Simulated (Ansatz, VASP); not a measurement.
# KCl: VASP beside Ansatz

The input INCAR:

```
PREC = Accurate
ENCUT = 520
EDIFF = 1E-8
ISMEAR = -1
SIGMA = 0.03
LREAL = False
LASPH = True
NELM = 60
ALGO = Normal
ISIF = 2
LWAVE = False
LCHARG = False
LEFG = True
NBANDS = 15
```

The input KPOINTS:

```
Automatic mesh
0
Gamma
  7 7 7
```

The input POSCAR:

```
KCl
1.0
   -0.0315610000      3.1403195000      3.1403195000
    3.1403195000     -0.0315610000      3.1403195000
    3.1403195000      3.1403195000     -0.0315610000
K Cl
1 1
Direct
    0.0000000000      0.0000000000      0.0000000000
    0.5000000000      0.5000000000      0.5000000000
```

Input for Ansatz:

```yaml
crystal:
  lattice:
    - [-0.031561, 3.1403195, 3.1403195]
    - [3.1403195, -0.031561, 3.1403195]
    - [3.1403195, 3.1403195, -0.031561]
  atoms:
    - { symbol: K, position: [0.0, 0.0, 0.0] }
    - { symbol: Cl, position: [0.5, 0.5, 0.5] }
kpoints:
  mp_grid: { grid: [7, 7, 7] }
scf:
  occupations: { method: fermi_dirac, width: 0.03 }
hamiltonian:
  xc: lda
  pseudopotentials: { kind: paw }
output:
  forces: true
  stress: true
  eigenvalues: true
  efg: { contact_densities: true }
```

Change from the starting cell: equal xy, yz and zx shear strains of -1 %, PAW files.

Alike in both runs: task electric field gradients; functional LDA; k mesh 7 × 7 × 7; occupations fermi-dirac, width 0.03 eV; no spin polarisation.

```csv
,VASP,Ansatz
version,VASP 6.6.1,Ansatz 0.2.0
potentials or method,"VASP PAW LDA potentials, release 64 (K_sv, Cl)","PAW with Ansatz's default frozen-core files, scalar-relativistic"
plane-wave cutoff (eV),520,420
valence electrons in the cell,16,16
```

Ansatz gave:

```
gap on the k mesh at the Fermi level (eV)                     : 4.69
pressure (GPa)                                                : -2.1
traceless stress, the component that is largest in VASP (GPa) : 0.07
size of Vzz on the site where it differs most (V/Å²)          : 1.4
```

**Question.** Estimate VASP's values.

**Answer.** gap on the k mesh at the Fermi level (eV): 4.70; pressure (GPa): -2.0; traceless stress, the component that is largest in VASP (GPa): 0.07; size of Vzz on the site where it differs most (V/Å²): 1.4.

LDA's correlation is that of Perdew and Zunger in VASP and of Perdew and Wang (1992) in Ansatz.
